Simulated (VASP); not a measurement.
# B4Pb5O11 in VASP: notebook, part 3 of 3

VASP 6.6.1.

## Step 5: Single point, PBE

File INCAR:

```
PREC     = Accurate       # precision mode
ENCUT    = 520            # plane-wave cutoff, eV
EDIFF    = 1E-7           # SCF threshold, eV
ISMEAR   = -1             # smearing method
SIGMA    = 0.05           # smearing width, eV
LREAL    = Auto         
LASPH    = T              # aspherical terms in the spheres
NELM     = 60             # most SCF steps
ALGO     = Normal         # electronic algorithm
ISIF     = 2              # what is computed and relaxed
LWAVE    = F              # write WAVECAR
LCHARG   = T              # write CHGCAR
GGA      = PE             # functional
LELF     = T              # ELF
LVHAR    = T            
NBANDS   = 90             # bands
ISYM     = 0
```

File KPOINTS:

```
Automatic mesh
0
Gamma
  1 1 1
```

File POSCAR:

```
B4Pb5O11
1.0
    6.9609960000     -0.1702740000     -0.2994950000
   -0.1702740000      6.7969110000     -0.0464410000
   -0.2994950000     -0.0464410000      6.9712270000
Pb O B
5 11 4
Direct
    0.6105699235      0.2022699769      0.1828093188
    0.4530430833      0.6404529646      0.4217252450
    0.1742198702      0.2728661843      1.0021329328
    0.7983408174      0.5073694496      0.8661594046
    1.0232373975      0.9073397250      0.4735607159
    0.2356382301      0.3537794817      0.3185673547
    0.0880079163      0.6893029452     -0.0359959805
    0.6357801867      0.1056182586      0.7947087370
    0.8783681933      0.9706668892      0.9814859885
    0.6872074853      0.0639906413      0.4630849053
    0.1238371884      0.5634455513      0.5800265281
    0.0976972939      0.1990169760      0.5782468995
    0.1733398538      0.9565831125      0.1772142975
    0.6940772286      0.5165901282      0.1736788404
    0.6588223045      0.7664484586      0.7575558247
    0.5722278464      0.3654936598      0.5842758054
    0.0563496689      0.8591142338      0.0416033746
    0.6266287878      0.1783633953      0.5996755755
    0.7249894726      0.9319350553      0.8384998391
    0.1421402910      0.3747488228      0.5036411835
```

The run is started by

```
$ cat potpaw_PBE.64/Pb_d/POTCAR potpaw_PBE.64/O/POTCAR potpaw_PBE.64/B/POTCAR > POTCAR
$ mpirun -np 1 vasp_gam > vasp.out
```

Wall time 2.4 min (1 thread of Intel Xeon 8259CL, shared host); peak memory 0.37 GiB.

It converged, with:

```
Free energy   : -131.7464 eV
Pressure      : 3.2 GPa
Largest force : 2.415 eV/Å
```

Forces in eV/Å, atoms in the order of the input:
```
Pb  -0.368  0.125 -0.550
Pb   0.115 -0.311 -0.382
Pb   0.051  0.459  0.187
Pb   0.408 -0.604  0.324
Pb  -0.307 -1.031 -0.318
O   -0.301  0.909  0.132
O   -0.260 -1.139 -0.280
O   -0.287  0.670 -0.884
O    0.875 -0.658  0.249
O    0.316 -0.999 -0.595
O    0.737 -2.079 -0.983
O   -0.001  0.775  1.719
O    0.452  1.108  0.836
O   -0.409 -0.054  0.291
O   -0.420 -1.367 -0.567
O   -0.072  0.469 -0.298
B   -1.015 -0.062 -0.488
B   -0.403  0.631  1.842
B    0.449  1.760  0.728
B    0.440  1.398 -0.963
```

Stress tensor (GPa, compression positive):
```
1.57 0.94 1.60
0.94 5.07 0.60
1.60 0.60 3.10
```

Levels at points of the mesh, in eV from the Fermi level:
| k point | band 72 | band 73 | band 74 | band 75 | band 76 | band 77 |
| --- | --- | --- | --- | --- | --- | --- |
| (0.00, 0.00, 0.00) | -1.42 | -1.20 | -0.80 | 0.80 | 1.99 | 2.85 |

Caveat: the k points lie up to 0.93 Å⁻¹ apart; the atoms stand as in a frame of molecular dynamics; spin-orbit coupling is left out, which moves the levels of the heavy elements.

## Step 6: Single point, PBE

File INCAR:

```
PREC = Accurate
ENCUT = 520
EDIFF = 1E-6
ISMEAR = -1
SIGMA = 0.05
LREAL = Auto
LASPH = T
NELM = 80
ALGO = Normal
ISIF = 2
LWAVE = F
LCHARG = T
GGA = PE
LELF = T
LVHAR = T
ISYM = 0
NBANDS = 90
```

KPOINTS is that of step 5.

File POSCAR:

```
B4Pb5O11
1.0
    6.9609960000     -0.1702740000     -0.2994950000
   -0.1702740000      6.7969110000     -0.0464410000
   -0.2994950000     -0.0464410000      6.9712270000
Pb O B
5 11 4
Direct
    0.6182964513      0.1867258912      0.1783220418
    0.4585407729      0.6424950811      0.4264187327
    0.1663272737      0.2775059805      0.9893034386
    0.7888067228      0.4839895828      0.8814591219
    1.0139967832      0.9050990933      0.4544840777
    0.2597417548      0.3247528642      0.3177159781
    0.0820935226      0.6392347430      0.0257587797
    0.6314934261      0.0875437890      0.7997121231
    0.9088362658      0.9569683376      0.9770339546
    0.6822630469      0.0507878573      0.4709176749
    0.1664646145      0.5272136162      0.5832008694
    0.1422505735      0.1578613348      0.5927277327
    0.1868952567      0.9718105152      0.1653318773
    0.6699691872      0.5172433255      0.1623891632
    0.6847453448      0.7455060034      0.7557465639
    0.5768241555      0.3586026142      0.5884002650
    0.0713880102      0.8387662451      0.0577290763
    0.6246081336      0.1662326231      0.6068736569
    0.7475777208      0.9193042952      0.8392891524
    0.1878590563      0.3414614360      0.4973509912
```

Potentials or basis: VASP PAW PBE potentials, release 64 (Pb_d, O, B).

The run is started by

```
$ cat potpaw_PBE.64/Pb_d/POTCAR potpaw_PBE.64/O/POTCAR potpaw_PBE.64/B/POTCAR > POTCAR
$ mpirun -np 1 vasp_gam > vasp.out
```

Run time: 2 min. Hardware: 1 thread of Intel Xeon 8259CL, shared host; peak memory 0.37 GiB.

It converged, with:

| Item | Value |
| --- | --- |
| Free energy | -131.7064 eV |
| Pressure | 1.2 GPa |
| Largest force | 2.630 eV/Å |

Forces on the atoms (eV/Å):
```
Pb  -0.871  0.194  0.111
Pb  -0.093 -0.541 -0.198
Pb   0.558  0.424 -0.124
Pb   0.494 -0.490 -0.064
Pb   0.003 -1.434 -0.020
O    0.110  0.624 -0.623
O   -0.174  2.212  0.475
O    1.221 -0.677 -0.151
O   -1.047 -0.686 -1.196
O    0.561 -0.847 -1.061
O    0.628 -1.691 -0.809
O    0.552  2.563  0.216
O    0.640 -0.922  0.483
O   -0.637 -0.323  0.590
O    0.168  1.081  0.152
O    0.329 -0.565  0.173
B   -0.243 -1.189 -1.008
B   -0.663  1.526  1.474
B   -0.828  0.569  0.055
B   -0.707  0.172  1.524
```

Stress tensor (GPa, compression positive):
```
 1.77  1.21  0.43
 1.21 -1.23  0.61
 0.43  0.61  2.96
```

Levels at points of the mesh, in eV from the Fermi level:
| k point | band 71 | band 72 | band 73 | band 74 | band 75 | band 76 | band 77 | band 78 |
| --- | --- | --- | --- | --- | --- | --- | --- | --- |
| (0.00, 0.00, 0.00) | -1.66 | -1.48 | -1.19 | -0.76 | 0.76 | 2.01 | 2.74 | 3.00 |

Caveat: the k points lie up to 0.93 Å⁻¹ apart; the atoms stand as in a frame of molecular dynamics; spin-orbit coupling is left out, which moves the levels of the heavy elements.

## Step 7: Summary

| cell | smearing | pressure (GPa) | largest force (eV/Å) |
| --- | --- | --- | --- |
| as given, atomic positions A | fermi-dirac 0.1172 eV | 2.2 | 6.55 |
| as given, atomic positions B | fermi-dirac 0.1172 eV | -1.1 | 5.43 |
| as given, atomic positions C | fermi-dirac 0.05 eV | 2.2 | 3.19 |
| as given, atomic positions D | fermi-dirac 0.05 eV | 3.2 | 2.41 |
| as given, atomic positions E | fermi-dirac 0.05 eV | 1.2 | 2.63 |

Alike in all rows: task single point; level PBE; potentials or basis VASP PAW PBE potentials, release 64 (Pb_d, O, B); no spin polarisation; k mesh 1 × 1 × 1; cutoff (eV) 520.

Caveats: all runs use coarse meshes; the atoms stand as in a frame of molecular dynamics; spin-orbit coupling is left out, which moves the levels of the heavy elements.

Absolute energies hang on the potentials; compare differences alone.
